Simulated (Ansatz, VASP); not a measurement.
AlRu in VASP and in Ansatz

```xyz
2
Lattice="2.9916 0.0000 0.0000 0.0000 2.9916 0.0000 0.0000 0.0000 2.9916" Properties=species:S:1:pos:R:3 pbc="T T T"
Al   -0.2121   -0.2121   -0.3000
Ru    1.4958    1.4958    1.4958
```

Alike in both runs: task single point; functional PBE; k mesh 16 × 16 × 16; occupations gaussian, width 0.15 eV; no spin polarisation.

|  | VASP | Ansatz |
| --- | --- | --- |
| version | VASP 6.6.1 | Ansatz 0.2.0 |
| potentials or method | VASP PAW PBE potentials, release 64 (Al, Ru_pv), cutoff 520 eV | scalar-relativistic, plane waves, PAW |
| valence electrons in the cell | 17 | 19 |

|  | VASP | Ansatz | Ansatz less VASP |
| --- | --- | --- | --- |
| gap on the k mesh at the Fermi level (eV) | none | none | - |
| pressure (GPa) | 17.4 | 17.3 | -0.12 |
| traceless stress, the component that is largest in VASP (GPa) | 11.41 | 11.30 | -0.105 |
| rms of the force components (eV/Å) | 2.635 | 2.616 | -0.0190 |

Atom by atom the forces differ by 0.019 eV/Å (rms over components). A gap of «none» marks a metal or a gap that the smearing closes. VASP's potentials hold 17 valence electrons a cell and Ansatz's 19, so a difference there can come from the potentials and not from the codes.
